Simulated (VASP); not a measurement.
# CeO2 (Fm-3m) in VASP: notebook

The runs below take CeO2 through single point, with PBEsol+D3(BJ).

Everything below comes from runs of VASP 6.6.1. Logs are shortened: lines on timing, memory, paths and dates and some standing lists are left out, and cuts for length are marked.

**1. The cell of the first run**

It takes space group Fm-3m (No. 225, cubic). The conventional cell has a = 5.333 Å, b = 5.333 Å, c = 5.333 Å, α = 90.00°, β = 90.00°, γ = 90.00°. Ce (site symmetry m-3m) has 8 O at 2.31 Å within 3.1 Å. O (site symmetry -43m) has 4 Ce at 2.31 Å and 6 O at 2.67 Å within 3.1 Å.

**2. Single point, PBEsol+D3(BJ) (12.64 Å³/atom)**

The input, INCAR:

```
SYSTEM = CeO2
PREC = Accurate ; ENCUT = 520
EDIFF = 1E-6 ; ISMEAR = 0
SIGMA = 0.05 ; LREAL = .FALSE.
LASPH = .TRUE. ; NELM = 60
ALGO = Normal ; ISIF = 2
LWAVE = .FALSE. ; LCHARG = .FALSE.
GGA = PS ; IVDW = 12
NBANDS = 19
```

The input, KPOINTS:

```
regular mesh
0
G
  8 8 8
  0 0 0
```

The input, POSCAR:

```
CeO2
1.0
    0.0000000000      2.6662597324      2.6662597324
    2.6662597324      0.0000000000      2.6662597324
    2.6662597324      2.6662597324      0.0000000000
Ce O
1 2
Direct
    0.0000000000      0.0000000000      0.0000000000
    0.2500000000      0.2500000000      0.2500000000
    0.7500000000      0.7500000000      0.7500000000
```

Potentials or basis: VASP PAW PBE potentials, release 64 (Ce, O).

Started as:

```console
cat potpaw_PBE.64/Ce/POTCAR potpaw_PBE.64/O/POTCAR > POTCAR
mpirun -np 1 vasp_std > vasp.out
```

OUTCAR:

```text
SYSTEM = CeO2
   PREC = Accurate
   ENCUT = 520
   EDIFF = 1E-6
   ISMEAR = 0
   LREAL = .FALSE.
   LASPH = .TRUE.
   NELM = 60
   ISIF = 2
   GGA = PS
   IVDW = 12
 IVDW          = 12

 ion  position               nearest neighbor table
   1  0.000  0.000  0.000-   3 2.31   3 2.31   2 2.31   2 2.31   3 2.31   2 2.31   3 2.31   2 2.31

   2  0.250  0.250  0.250-   1 2.31   1 2.31   1 2.31   1 2.31
   3  0.750  0.750  0.750-   1 2.31   1 2.31   1 2.31   1 2.31

  LATTYP: Found a face centered cubic cell.
 ALAT       =     5.3325194648

  Lattice vectors:

 A1 = (   0.0000000000,   2.6662597324,   2.6662597324)
 A2 = (   2.6662597324,   0.0000000000,   2.6662597324)
 A3 = (   2.6662597324,   2.6662597324,   0.0000000000)

Analysis of symmetry for initial positions (statically):
=====================================================================
 Subroutine PRICEL returns:
 Original cell was already a primitive cell.

 Routine SETGRP: Setting up the symmetry group for a
 face centered cubic supercell.

 Subroutine GETGRP returns: Found 48 space group operations
 (whereof 48 operations were pure point group operations)
 out of a pool of 48 trial point group operations.

The static configuration has the point symmetry O_h .

Analysis of symmetry for dynamics (positions and initial velocities):
=====================================================================
 Subroutine PRICEL returns:
 Original cell was already a primitive cell.

 Routine SETGRP: Setting up the symmetry group for a
 face centered cubic supercell.

 Subroutine GETGRP returns: Found 48 space group operations
 (whereof 48 operations were pure point group operations)
 out of a pool of 48 trial point group operations.

The dynamic configuration has the point symmetry O_h .

 Subroutine INISYM returns: Found 48 space group operations
 (whereof 48 operations are pure point group operations),
 and found     1 'primitive' translations

----------------------------------------------------------------------------------------

                                     Primitive cell

  volume of cell :      37.9086

  direct lattice vectors                    reciprocal lattice vectors
     0.000000000  2.666259732  2.666259732    -0.187528617  0.187528617  0.187528617
     2.666259732  0.000000000  2.666259732     0.187528617 -0.187528617  0.187528617
     2.666259732  2.666259732  0.000000000     0.187528617  0.187528617 -0.187528617

  length of vectors
     3.770660674  3.770660674  3.770660674     0.324809092  0.324809092  0.324809092

  position of ions in fractional coordinates (direct lattice)
     0.000000000  0.000000000  0.000000000
     0.250000000  0.250000000  0.250000000
     0.750000000  0.750000000  0.750000000

  ion indices of the primitive-cell ions
   primitive index   ion index
                 1           1
                 2           2
                 3           3

----------------------------------------------------------------------------------------

 KPOINTS: regular mesh

Automatic generation of k-mesh.
 Grid dimensions read from file:
 generate k-points for:    8    8    8

 Generating k-lattice:

  Cartesian coordinates                     Fractional coordinates (reciprocal lattice)
    -0.023441077  0.023441077  0.023441077     0.125000000  0.000000000  0.000000000
     0.023441077 -0.023441077  0.023441077     0.000000000  0.125000000  0.000000000
     0.023441077  0.023441077 -0.023441077     0.000000000  0.000000000  0.125000000

  Length of vectors
     0.040601137  0.040601137  0.040601137

  Shift w.r.t. Gamma in fractional coordinates (k-lattice)
     0.000000000  0.000000000  0.000000000

 Subroutine IBZKPT returns following result:
 ===========================================

 Found     29 irreducible k-points:

 Following reciprocal coordinates:
            Coordinates               Weight
  0.000000  0.000000  0.000000      1.000000
  0.125000  0.000000  0.000000      8.000000
  0.250000  0.000000  0.000000      8.000000
  0.375000  0.000000  0.000000      8.000000
  0.500000  0.000000  0.000000      4.000000
  0.125000  0.125000  0.000000      6.000000
[... 16 lines left out ...]
  0.500000  0.250000  0.125000     48.000000
 -0.375000  0.250000  0.125000     24.000000
 [... further k-points ...]
   k-points           NKPTS =     29   k-points in BZ     NKDIM =     29   number of bands    NBANDS=     19
   number of dos      NEDOS =    301   number of ions     NIONS =      3
   total plane-waves  NPLWV =  21952
   dimension x,y,z NGX =    28 NGY =   28 NGZ =   28
   dimension x,y,z NGXF=    56 NGYF=   56 NGZF=   56
   ions per type =               1   2
   NGX,Y,Z   is equivalent  to a cutoff of  12.35, 12.35, 12.35 a.u.
   NGXF,Y,Z  is equivalent  to a cutoff of  24.69, 24.69, 24.69 a.u.
 SYSTEM =  CeO2
   PREC   = accura    normal or accurate (medium, high low for compatibility)
   ISTART =      0    job   : 0-new  1-cont  2-samecut
   ICHARG =      2    charge: 1-file 2-atom 10-const
   ISPIN  =      1    spin polarized calculation?
   LNONCOLLINEAR =      F non collinear calculations
   LSORBIT =      F    spin-orbit coupling
   LASPH  =      T    aspherical Exc in radial PAW
   ENCUT  =  520.0 eV  38.22 Ry    6.18 a.u.   7.01  7.01  7.01*2*pi/ulx,y,z
   NELM   =     60;   NELMIN=  2; NELMDL= -5     # of ELM steps
   EDIFF  = 0.1E-05   stopping-criterion for ELM
   LREAL  =      F    real-space projection
[... 7 lines left out ...]
   TEBEG  =    0.0;   TEEND  =   0.0 temperature during run
   PSTRESS=    0.0 pullay stress
   NELECT =      24.0000    total number of electrons
   NUPDOWN=      -1.0000    fix difference up-down
   EMIN   =  10.00;   EMAX   =-10.00  energy-range for DOS
   EFERMI =   0.00;   METHOD = LEGACY
   ISMEAR =     0;   SIGMA  =   0.05  broadening in eV -4-tet -1-fermi 0-gaus
   EFERMI_NEDOS =   21; number of points for ismear=-14 and -15
   IALGO  =     38    algorithm
   IMIX   =      4    mixing-type and parameters
     AMIX     =   0.40;   BMIX     =  1.00
     AMIX_MAG =   1.60;   BMIX_MAG =  1.00
  volume/ion in A,a.u.               =      12.64        85.27
  Fermi-wavevector in a.u.,A,eV,Ry     =   1.405722  2.656430 26.885854  1.976055
  Thomas-Fermi vector in A             =   2.528155
   LORBIT       =      0    0 simple, 1 ext, 2 COOP (PROOUT), +10 PAW based schemes
   GGA     = PS    functional components
   LHFCALC =     F    Hartree Fock is set to
   AEXX    =    0.0000 exact exchange contribution
   IVDW    =    12    specifies the selected vdW correction
   LEPSILON=     F    determine dielectric tensor
   LRPA    =     F    only Hartree local field effects (RPA)
 non-spin polarized calculation
 Gauss-broadening in eV      SIGMA  =   0.05
  energy-cutoff  :      520.00
  volume of cell :       37.91
 maximum number of plane-waves:      1036
   NGX = 13   NGY = 13   NGZ = 13

 number of electron      24.0000012 magnetization

 Free energy of the ion-electron system (eV)
  ---------------------------------------------------
  ext. energy  EPLUGINS =         0.00000000
  ---------------------------------------------------
  free energy    TOTEN  =       -27.50932436 eV

  energy without entropy =      -27.50932436  energy(sigma->0) =      -27.50932436

 E-fermi :   5.9658     XC(G=0): -11.8343

 val. band max:        5.6922948692   @ k =  -0.2500   0.2500   0.0000
 cond. band min:       7.7683160619   @ k =   0.5000   0.0000   0.0000
 fundamental gap:      2.0760211926
 Fermi energy:         5.9658251854

 k-point     1 :       0.0000    0.0000    0.0000
  band No.  band energies     occupation
      1     -26.6646      2.00000
      2     -10.6736      2.00000
      3      -9.7126      2.00000
      4      -8.7497      2.00000
      5      -8.7497      2.00000
      6      -8.7497      2.00000
[... 11 lines left out ...]
     18       8.8624      0.00000
     19       8.8624      0.00000

 k-point     2 :       0.1250    0.0000    0.0000
  band No.  band energies     occupation
      1     -26.6274      2.00000
      2     -11.2494      2.00000
      3      -9.8516      2.00000
      4      -8.7953      2.00000
      5      -8.7953      2.00000
      6      -8.1658      2.00000
[... 11 lines left out ...]
     18       8.7603      0.00000
     19       8.7603      0.00000

 k-point     3 :       0.2500    0.0000    0.0000
  band No.  band energies     occupation
      1     -26.5350      2.00000
      2     -12.1394      2.00000
      3     -10.1878      2.00000
      4      -8.9014      2.00000
      5      -8.9014      2.00000
      6      -7.1992      2.00000
[... 11 lines left out ...]
     18       8.6517      0.00000
     19       8.6517      0.00000

 k-point     4 :       0.3750    0.0000    0.0000
  band No.  band energies     occupation
      1     -26.4392      2.00000
      2     -12.8042      2.00000
      3     -10.4829      2.00000
      4      -9.0027      2.00000
      5      -9.0027      2.00000
      6      -6.4355      2.00000
[... 11 lines left out ...]
     18       8.6657      0.00000
     19       8.7087      0.00000

 k-point     5 :       0.5000    0.0000    0.0000
  band No.  band energies     occupation
      1     -26.3985      2.00000
      2     -13.0477      2.00000
      3     -10.5944      2.00000
      4      -9.0433      2.00000
      5      -9.0433      2.00000
      6      -6.1457      2.00000
[... 11 lines left out ...]
     18       8.7007      0.00000
     19       8.7936      0.00000
[... 334 lines left out ...]
      2     -13.3919      2.00000
      3     -10.5693      2.00000
      4      -9.4780      2.00000
      5      -9.4780      2.00000
      6      -5.3219      2.00000
[... 11 lines left out ...]
     18       8.4927      0.00000
     19       9.1487      0.00000

 k-point    22 :       0.3750    0.2500    0.1250
  band No.  band energies     occupation
      1     -26.4647      2.00000
      2     -12.4606      2.00000
      3     -10.8844      2.00000
      4      -9.0602      2.00000
      5      -8.4109      2.00000
      6      -6.8639      2.00000
[... 11 lines left out ...]
     18       8.4825      0.00000
     19       8.6597      0.00000

 k-point    23 :       0.5000    0.2500    0.1250
  band No.  band energies     occupation
      1     -26.3868      2.00000
      2     -12.7305      2.00000
      3     -11.5511      2.00000
      4      -9.1762      2.00000
      5      -7.9079      2.00000
      6      -6.6429      2.00000
[... 11 lines left out ...]
     18       8.4644      0.00000
     19       8.8087      0.00000

 k-point    24 :      -0.3750    0.2500    0.1250
  band No.  band energies     occupation
      1     -26.3539      2.00000
      2     -12.8109      2.00000
      3     -11.8196      2.00000
      4      -9.2273      2.00000
      5      -7.7063      2.00000
      6      -6.5708      2.00000
[... 11 lines left out ...]
     18       8.4549      0.00000
     19       8.9018      0.00000

 [... further k-points ...]

------------------------ aborting loop because EDIFF is reached ----------------------------------------

 Edisp (eV)   -0.79316

 E8    (eV) :    -0.5556

  FORCE on cell =-STRESS in cart. coord.  units (eV):
  Direction    XX          YY          ZZ          XY          YZ          ZX
  --------------------------------------------------------------------------------------
  -------------------------------------------------------------------------------------
  Total       0.99787     0.99787     0.99787     0.00000     0.00000     0.00000
  in kB      42.17422    42.17422    42.17422     0.00000     0.00000     0.00000
  external pressure =       42.17 kB  Pullay stress =        0.00 kB

 VOLUME and BASIS-vectors are now :
 -----------------------------------------------------------------------------
  energy-cutoff  :      520.00
  volume of cell :       37.91
      direct lattice vectors                 reciprocal lattice vectors
     0.000000000  2.666259732  2.666259732    -0.187528617  0.187528617  0.187528617
     2.666259732  0.000000000  2.666259732     0.187528617 -0.187528617  0.187528617
     2.666259732  2.666259732  0.000000000     0.187528617  0.187528617 -0.187528617

 POSITION                                       TOTAL-FORCE (eV/Angst)
 -----------------------------------------------------------------------------------
      0.00000      0.00000      0.00000        -0.000000     -0.000000     -0.000000
      1.33313      1.33313      1.33313         0.000000      0.000000      0.000000
      3.99939      3.99939      3.99939        -0.000000     -0.000000      0.000000
 -----------------------------------------------------------------------------------
    total drift:                                0.000000      0.000000      0.000000

  FREE ENERGIE OF THE ION-ELECTRON SYSTEM (eV)
  ---------------------------------------------------
  free  energy   TOTEN  =       -28.3024826807 eV

  energy  without entropy=      -28.3024826807  energy(sigma->0) =      -28.30248268
```

It took 54 s on 1 thread of AMD EPYC 7R13, shared host; peak memory 0.16 GiB.

What came out:

```
Free energy                : -28.3025 eV
Pressure                   : 4.2 GPa
Band gap on the k mesh     : 2.08 eV (least direct gap 2.20 eV)
Dispersion energy per atom : -0.264 eV
```

Levels at points of the mesh, in eV from the valence-band top:
| k point | band 9 | band 10 | band 11 | band 12 | band 13 | band 14 | band 15 | band 16 |
| --- | --- | --- | --- | --- | --- | --- | --- | --- |
| (0.00, 0.00, 0.00) | -4.21 | -0.72 | -0.72 | -0.72 | 2.45 | 2.45 | 2.45 | 2.76 |
| (0.50, 0.00, 0.00) | -1.33 | -1.30 | -0.85 | -0.85 | 2.08 | 2.29 | 2.29 | 2.46 |
| (0.50, 0.50, 0.00) | -1.20 | -0.93 | -0.93 | -0.73 | 2.11 | 2.25 | 2.25 | 2.45 |

Caveat: the cell stands under pressure; the PAW data sets were made with another functional, which shifts forces and pressure a little; spin-orbit coupling is left out, which moves the levels of the heavy elements; semilocal functionals describe open f shells poorly, which spoils levels, moments and volumes. A k mesh can miss the band edges.

**3. Single point, PBEsol+D3(BJ) (12.38 Å³/atom)**

This run uses another cell than the first one, of 12.38 Å³/atom.

The input, INCAR:

```
  ALGO = Normal
  EDIFF = 1E-6
  ENCUT = 520
  GGA = PS
  ISIF = 2
  ISMEAR = 0
  IVDW = 12
  LASPH = T
  LCHARG = F
  LREAL = F
  LWAVE = F
  NBANDS = 19
  NELM = 80
  PREC = Accurate
  SIGMA = 0.05
```

The input, KPOINTS:

```
k-points
0
Gamma
  8 8 8
```

The input, POSCAR:

```
CeO2
1.0
    0.0000000000      2.6479971063      2.6479971063
    2.6479971063      0.0000000000      2.6479971063
    2.6479971063      2.6479971063      0.0000000000
Ce O
1 2
Direct
    0.0000000000      0.0000000000      0.0000000000
    0.2500000000      0.2500000000      0.2500000000
    0.7500000000      0.7500000000      0.7500000000
```

Potentials or basis: VASP PAW PBE potentials, release 64 (Ce, O).

Started as:

```console
cat potpaw_PBE.64/Ce/POTCAR potpaw_PBE.64/O/POTCAR > POTCAR
mpirun -np 1 vasp_std > vasp.out
```

Run time: 67 s. Hardware: 1 thread of AMD EPYC 7R13, shared host; peak memory 0.16 GiB.

Results (log left out):

```
Free energy                : -28.2694 eV
Pressure                   : 9.0 GPa
Band gap on the k mesh     : 2.13 eV (least direct gap 2.27 eV)
Dispersion energy per atom : -0.270 eV
```

Levels at points of the mesh, in eV from the valence-band top:
```csv
k point,band 10,band 11,band 12,band 13,band 14,band 15
"(0.00, 0.00, 0.00)",-0.76,-0.76,-0.76,2.53,2.53,2.53
"(0.50, 0.00, 0.00)",-1.33,-0.87,-0.87,2.13,2.37,2.37
"(0.50, 0.50, 0.00)",-0.98,-0.98,-0.78,2.17,2.32,2.32
```

Caveat: the cell stands under pressure; the PAW data sets were made with another functional, which shifts forces and pressure a little; spin-orbit coupling is left out, which moves the levels of the heavy elements; semilocal functionals describe open f shells poorly, which spoils levels, moments and volumes.

**4. Single point, PBEsol+D3(BJ) (12.81 Å³/atom)**

This run uses another cell than the first one, of 12.81 Å³/atom.

The input, INCAR:

```
ALGO = Normal ; EDIFF = 1E-7
ENCUT = 520 ; GGA = PS
ISIF = 2 ; ISMEAR = 0
IVDW = 12 ; LASPH = T
LCHARG = F ; LREAL = F
LWAVE = F ; NBANDS = 19
NELM = 60 ; PREC = Accurate
SIGMA = 0.05
```

KPOINTS is that of step 3.

The input, POSCAR:

```
CeO2
1.0
    0.0000000000      2.6783468199      2.6783468199
    2.6783468199      0.0000000000      2.6783468199
    2.6783468199      2.6783468199      0.0000000000
Ce O
1 2
Direct
    0.0000000000      0.0000000000      0.0000000000
    0.2500000000      0.2500000000      0.2500000000
    0.7500000000      0.7500000000      0.7500000000
```

Started as:

```console
cat potpaw_PBE.64/Ce/POTCAR potpaw_PBE.64/O/POTCAR > POTCAR
mpirun -np 1 vasp_std > vasp.out
```

It took 57 s on 1 thread of AMD EPYC 7R13, shared host; peak memory 0.16 GiB.

Results (log left out):

```yaml
Free_energy: -28.3125 eV
Pressure: 1.3 GPa
Band_gap_on_the_k_mesh: 2.04 eV (least direct gap 2.16 eV)
Dispersion_energy_per_atom: -0.261 eV
```

Levels at points of the mesh, in eV from the valence-band top:
| k point | band 10 | band 11 | band 12 | band 13 | band 14 | band 15 |
| --- | --- | --- | --- | --- | --- | --- |
| (0.00, 0.00, 0.00) | -0.69 | -0.69 | -0.69 | 2.39 | 2.39 | 2.39 |
| (0.50, 0.00, 0.00) | -1.28 | -0.84 | -0.84 | 2.04 | 2.25 | 2.25 |
| (0.50, 0.50, 0.00) | -0.89 | -0.89 | -0.70 | 2.07 | 2.20 | 2.20 |

Caveat: the PAW data sets were made with another functional, which shifts forces and pressure a little; spin-orbit coupling is left out, which moves the levels of the heavy elements; semilocal functionals describe open f shells poorly, which spoils levels, moments and volumes. Spin polarisation is off, so any magnetic state and its effect on volume and gap are missing.

**5. Overview**

```tsv
cell	gap on the mesh (eV)	pressure (GPa)
a = 3.771 Å, angles 60.0°, 3 atoms	2.08	4.2
a = 3.745 Å, angles 60.0°, 3 atoms	2.13	9.0
a = 3.788 Å, angles 60.0°, 3 atoms	2.04	1.3
```

Alike in all rows: task single point; level PBEsol+D3(BJ); potentials or basis VASP PAW PBE potentials, release 64 (Ce, O); no spin polarisation; k mesh 8 × 8 × 8; cutoff (eV) 520; smearing gaussian 0.05 eV.

Caveats: the PAW data sets were made with another functional, which shifts forces and pressure a little; spin-orbit coupling is left out, which moves the levels of the heavy elements; semilocal functionals describe open f shells poorly, which spoils levels, moments and volumes; the cell stands under pressure (at least some runs).

Absolute energies hang on the potentials; compare differences alone.
